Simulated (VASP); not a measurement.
**CaS: single point with PBE**

CaS:

```xyz
2
Lattice="0.0000 2.8896 2.8896 2.8896 0.0000 2.8896 2.8896 2.8896 0.0000" Properties=species:S:1:pos:R:3 pbc="T T T"
Ca    0.0000    0.0000    0.0000
S     2.8896    2.8896    2.8896
```

This cell differs from its parent crystal: volume scaled by 1.05.

```
Program                : VASP 6.6.1
Task                   : single point
Functional             : PBE
Potentials or basis    : VASP PAW PBE potentials, release 64 (Ca_sv, S)
Cutoff                 : 500 eV
k mesh                 : 7 × 7 × 7
Occupations            : fermi-dirac, width 0.01 eV
Spin                   : no spin polarisation
Dipole correction      : no
Further INCAR settings : ALGO = Normal; EDIFF = 1e-06; NBANDS = 15
```

```json
{"Pressure": "-1.7 GPa", "Band gap on the k mesh": "2.51 eV, indirect (least direct gap 3.27 eV)"}
```

Levels at points of the mesh, in eV from the valence-band top:
```tsv
k point	band 5	band 6	band 7	band 8	band 9	band 10	band 11	band 12
(0.00, 0.00, 0.00)	-11.18	0.00	0.00	0.00	3.88	4.16	4.16	4.16
```

Wall time 12 s on 1 thread of Intel Xeon 6975P-C, on a shared host, peak memory 0.17 GiB.

 A k mesh can miss the band edges.
